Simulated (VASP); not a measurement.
# NaCl (Pm-3m) in VASP: further runs

NaCl is run at these levels: r2SCAN; tasks: single point.

Program: VASP 6.6.1. These are calculated values, not measurements. Logs are shortened: lines on timing, memory, paths and dates and some standing lists are left out, and cuts for length are marked.

### 1 The cell of the first run

It takes space group Pm-3m (No. 221, cubic). Conventional cell: a = 2.860 Å, b = 2.860 Å, c = 2.860 Å, α = 90.00°, β = 90.00°, γ = 90.00°. Within 3.3 Å of Na (site symmetry m-3m) lie 8 Cl at 2.48 Å and 6 Na at 2.86 Å. Within 3.3 Å of Cl (site symmetry m-3m) lie 8 Na at 2.48 Å and 6 Cl at 2.86 Å.

### 2 Single point, r2SCAN

Contents of POSCAR:

```
NaCl
1.0
    2.8600000000      0.0000000000      0.0000000000
    0.0000000000      2.8600000000      0.0000000000
    0.0000000000      0.0000000000      2.8600000000
Na Cl
1 1
Direct
    0.0000000000      0.0000000000      0.0000000000
    0.5000000000      0.5000000000      0.5000000000
```

Contents of INCAR.step1:

```
PREC = Accurate
ENCUT = 550
ISMEAR = -1
SIGMA = 0.02
LREAL = F
LASPH = T
NELM = 120
NBANDS = 14
GGA = PE
ALGO = Normal
EDIFF = 1E-5
LWAVE = T
LCHARG = F
GGA_COMPAT = F
```

Contents of INCAR.step2:

```
PREC = Accurate
ENCUT = 550
EDIFF = 1E-6
ISMEAR = -1
SIGMA = 0.02
LREAL = F
LASPH = T
NELM = 120
ALGO = Normal
ISIF = 2
LWAVE = F
LCHARG = F
METAGGA = R2SCAN
LMIXTAU = T
NBANDS = 14
ISTART = 1
GGA_COMPAT = F
```

Contents of KPOINTS:

```
regular mesh
0
Gamma
  8 8 8
```

Potentials or basis: VASP PAW PBE potentials, release 64 (Na_pv, Cl).

Command:

```bash
> cat potpaw_PBE.64/Na_pv/POTCAR potpaw_PBE.64/Cl/POTCAR > POTCAR
> cp INCAR.step1 INCAR
> mpirun -np 1 vasp_std > vasp.out
> cp INCAR.step2 INCAR
> mpirun -np 1 vasp_std > vasp.out
```

OUTCAR:

```text
PREC = Accurate
   ENCUT = 550
   EDIFF = 1E-6
   ISMEAR = -1
   LREAL = F
   LASPH = T
   NELM = 120
   ISIF = 2
   METAGGA = R2SCAN
   ISTART = 1

 ion  position               nearest neighbor table
   1  0.000  0.000  0.000-   2 2.48   2 2.48   2 2.48   2 2.48   2 2.48   2 2.48   2 2.48   2 2.48

   2  0.500  0.500  0.500-   1 2.48   1 2.48   1 2.48   1 2.48   1 2.48   1 2.48   1 2.48   1 2.48

  LATTYP: Found a simple cubic cell.
 ALAT       =     2.8600000000

  Lattice vectors:

 A1 = (   2.8600000000,   0.0000000000,   0.0000000000)
 A2 = (   0.0000000000,   2.8600000000,   0.0000000000)
 A3 = (   0.0000000000,   0.0000000000,   2.8600000000)

Analysis of symmetry for initial positions (statically):
=====================================================================
 Subroutine PRICEL returns:
 Original cell was already a primitive cell.

 Routine SETGRP: Setting up the symmetry group for a
 simple cubic supercell.

 Subroutine GETGRP returns: Found 48 space group operations
 (whereof 48 operations were pure point group operations)
 out of a pool of 48 trial point group operations.

The static configuration has the point symmetry O_h .

Analysis of symmetry for dynamics (positions and initial velocities):
=====================================================================
 Subroutine PRICEL returns:
 Original cell was already a primitive cell.

 Routine SETGRP: Setting up the symmetry group for a
 simple cubic supercell.

 Subroutine GETGRP returns: Found 48 space group operations
 (whereof 48 operations were pure point group operations)
 out of a pool of 48 trial point group operations.

The dynamic configuration has the point symmetry O_h .

 Subroutine INISYM returns: Found 48 space group operations
 (whereof 48 operations are pure point group operations),
 and found     1 'primitive' translations

----------------------------------------------------------------------------------------

                                     Primitive cell

  volume of cell :      23.3937

  direct lattice vectors                    reciprocal lattice vectors
     2.860000000  0.000000000  0.000000000     0.349650350  0.000000000  0.000000000
     0.000000000  2.860000000  0.000000000     0.000000000  0.349650350  0.000000000
     0.000000000  0.000000000  2.860000000     0.000000000  0.000000000  0.349650350

  length of vectors
     2.860000000  2.860000000  2.860000000     0.349650350  0.349650350  0.349650350

  position of ions in fractional coordinates (direct lattice)
     0.000000000  0.000000000  0.000000000
     0.500000000  0.500000000  0.500000000

[... 89 lines left out ...]
   EMIN   =  10.00;   EMAX   =-10.00  energy-range for DOS
   EFERMI =   0.00;   METHOD = LEGACY
   ISMEAR =    -1;   SIGMA  =   0.02  broadening in eV -4-tet -1-fermi 0-gaus
   EFERMI_NEDOS =   21; number of points for ismear=-14 and -15
   IALGO  =     38    algorithm
   IMIX   =      4    mixing-type and parameters
     AMIX     =   0.40;   BMIX     =  1.00
     AMIX_MAG =   1.60;   BMIX_MAG =  1.00
  volume/ion in A,a.u.               =      11.70        78.93
  Fermi-wavevector in a.u.,A,eV,Ry     =   1.379595  2.607056 25.895713  1.903281
  Thomas-Fermi vector in A             =   2.504550
   LORBIT       =      0    0 simple, 1 ext, 2 COOP (PROOUT), +10 PAW based schemes
   METAGGA = R2SCAN    functional components
   LHFCALC =     F    Hartree Fock is set to
   AEXX    =    0.0000 exact exchange contribution
   IVDW    =     0    specifies the selected vdW correction
   LEPSILON=     F    determine dielectric tensor
   LRPA    =     F    only Hartree local field effects (RPA)
 non-spin polarized calculation
  energy-cutoff  :      550.00
  volume of cell :       23.39
 maximum number of plane-waves:       703
 NGX is ok and might be reduce to    24
   NGX = 11   NGY = 11   NGZ = 11

 number of electron      13.9999997 magnetization

 Free energy of the ion-electron system (eV)
  ---------------------------------------------------
  ext. energy  EPLUGINS =         0.00000000
  ---------------------------------------------------
  free energy    TOTEN  =       -11.40872228 eV

  energy without entropy =      -11.40872228  energy(sigma->0) =      -11.40872228

 E-fermi :   6.9606     XC(G=0): -12.1159

 val. band max:        6.4527533454   @ k =   0.5000   0.5000   0.0000
 cond. band min:      11.5245190541   @ k =   0.5000   0.5000   0.0000
 fundamental gap:      5.0717657087
 Fermi energy:         6.9606265654

 k-point     1 :       0.0000    0.0000    0.0000
  band No.  band energies     occupation
      1     -17.0859      2.00000
      2     -17.0859      2.00000
      3     -17.0859      2.00000
      4     -11.1844      2.00000
      5       5.1677      2.00000
      6       5.1677      2.00000
      7       5.1677      2.00000
      8      13.6668      0.00000
      9      13.6668      0.00000
     10      15.0050      0.00000
     11      25.0247      0.00000
     12      25.0247      0.00000
     13      25.0247      0.00000
     14      30.6327      0.00000
[... 377 lines left out ...]
      1     -17.3410      2.00000
      2     -17.2788      2.00000
      3     -17.0628      2.00000
      4      -8.7483      2.00000
      5       0.8131      2.00000
      6       1.6107      2.00000
      7       5.3961      2.00000
      8      12.4813      0.00000
      9      17.8416      0.00000
     10      18.4035      0.00000
     11      19.3286      0.00000
     12      24.8180      0.00000
     13      25.3350      0.00000
     14      29.2114      0.00000

 [... further k-points ...]

------------------------ aborting loop because EDIFF is reached ----------------------------------------

  FORCE on cell =-STRESS in cart. coord.  units (eV):
  Direction    XX          YY          ZZ          XY          YZ          ZX
  --------------------------------------------------------------------------------------
  -------------------------------------------------------------------------------------
  Total        9.2615331      9.2615331      9.2615331     -0.0000000     -0.0000000      0.0000000
  in kB      634.3009568    634.3009568    634.3009568     -0.0000000     -0.0000000      0.0000000
  external PRESSURE =     634.3009568 kB  Pullay stress =       0.0000000 kB

 VOLUME and BASIS-vectors are now :
 -----------------------------------------------------------------------------
  energy-cutoff  :      550.00
  volume of cell :       23.39
      direct lattice vectors                 reciprocal lattice vectors
     2.860000000  0.000000000  0.000000000     0.349650350  0.000000000  0.000000000
     0.000000000  2.860000000  0.000000000     0.000000000  0.349650350  0.000000000
     0.000000000  0.000000000  2.860000000     0.000000000  0.000000000  0.349650350

 POSITION                                       TOTAL-FORCE (eV/Angst)
 -----------------------------------------------------------------------------------
      0.00000      0.00000      0.00000         0.000000      0.000000      0.000000
      1.43000      1.43000      1.43000         0.000000      0.000000      0.000000
 -----------------------------------------------------------------------------------
    total drift:                                0.000000     -0.000000     -0.000000

  FREE ENERGIE OF THE ION-ELECTRON SYSTEM (eV)
  ---------------------------------------------------
  free  energy   TOTEN  =       -11.4087222844 eV

  energy  without entropy=      -11.4087222844  energy(sigma->0) =      -11.40872228
```

OUTCAR.step1:

```text
PREC = Accurate
   ENCUT = 550
   ISMEAR = -1
   LREAL = F
   LASPH = T
   NELM = 120
[... 628 lines left out ...]
 -----------------------------------------------------------------------------------
      0.00000      0.00000      0.00000         0.000000      0.000000      0.000000
      1.43000      1.43000      1.43000         0.000000      0.000000      0.000000
 -----------------------------------------------------------------------------------
    total drift:                               -0.000000     -0.000000     -0.000000

  FREE ENERGIE OF THE ION-ELECTRON SYSTEM (eV)
  ---------------------------------------------------
  free  energy   TOTEN  =        -4.1998316397 eV

  energy  without entropy=       -4.1998316397  energy(sigma->0) =       -4.19983164
```

It took 84 s on 1 thread of AMD EPYC 7R43 (Zen 3), shared host; peak memory 0.1 GiB.

What came out:

```yaml
Free_energy: -11.4087 eV
Pressure: 63.4 GPa
Band_gap_on_the_k_mesh: 5.07 eV
```

Caveat: the cell stands under pressure; the PAW data sets were made with another functional, which shifts forces and pressure a little.

### 3 Single point, r2SCAN (12.16 Å³/atom)

This run uses another cell than the first one, of 12.16 Å³/atom.

Contents of POSCAR:

```
NaCl
1.0
    2.8976358949      0.0000000000      0.0000000000
    0.0000000000      2.8976358949      0.0000000000
    0.0000000000      0.0000000000      2.8976358949
Na Cl
1 1
Direct
    0.0000000000      0.0000000000      0.0000000000
    0.5000000000      0.5000000000      0.5000000000
```

Contents of INCAR.step1:

```
PREC = Accurate ; ENCUT = 550
ISMEAR = -1 ; SIGMA = 0.02
LREAL = False ; LASPH = True
NELM = 120 ; NBANDS = 14
GGA = PE ; ALGO = Normal
EDIFF = 1E-5 ; LWAVE = True
LCHARG = False ; GGA_COMPAT = False
```

Contents of INCAR.step2:

```
PREC = Accurate ; ENCUT = 550
EDIFF = 1E-6 ; ISMEAR = -1
SIGMA = 0.02 ; LREAL = False
LASPH = True ; NELM = 120
ALGO = Normal ; ISIF = 2
LWAVE = False ; LCHARG = False
METAGGA = R2SCAN ; LMIXTAU = True
NBANDS = 14 ; ISTART = 1
GGA_COMPAT = False
```

KPOINTS is that of step 2.

Potentials or basis: VASP PAW PBE potentials, release 64 (Na_pv, Cl).

Command:

```bash
> cat potpaw_PBE.64/Na_pv/POTCAR potpaw_PBE.64/Cl/POTCAR > POTCAR
> cp INCAR.step1 INCAR
> mpirun -np 1 vasp_std > vasp.out
> cp INCAR.step2 INCAR
> mpirun -np 1 vasp_std > vasp.out
```

Wall time 80 s (1 thread of AMD EPYC 7R43 (Zen 3), shared host); peak memory 0.1 GiB.

It converged, with:

```
Free energy            : -11.7497 eV
Pressure               : 53.8 GPa
Band gap on the k mesh : 5.22 eV
```

Levels at points of the mesh, in eV from the valence-band top:
```
           k point  band 3  band 4  band 5  band 6  band 7  band 8  band 9  band 10  band 11  band 12
(0.00, 0.00, 0.00)  -23.40  -17.29   -1.22   -1.22   -1.22    7.44    7.44     8.19    18.47    18.47
(0.50, 0.00, 0.00)  -23.37  -15.77   -6.63   -0.76   -0.76   10.06   10.10    13.53    13.53    14.61
(0.50, 0.50, 0.00)  -23.34  -15.03   -5.20   -5.20    0.00    5.22   11.49    13.45    13.45    16.50
(0.50, 0.50, 0.50)  -23.55  -13.88   -4.65   -4.65   -4.65    7.12    7.12     7.12    18.16    24.06
```

Caveat: the cell stands under pressure; the PAW data sets were made with another functional, which shifts forces and pressure a little. A k mesh can miss the band edges.
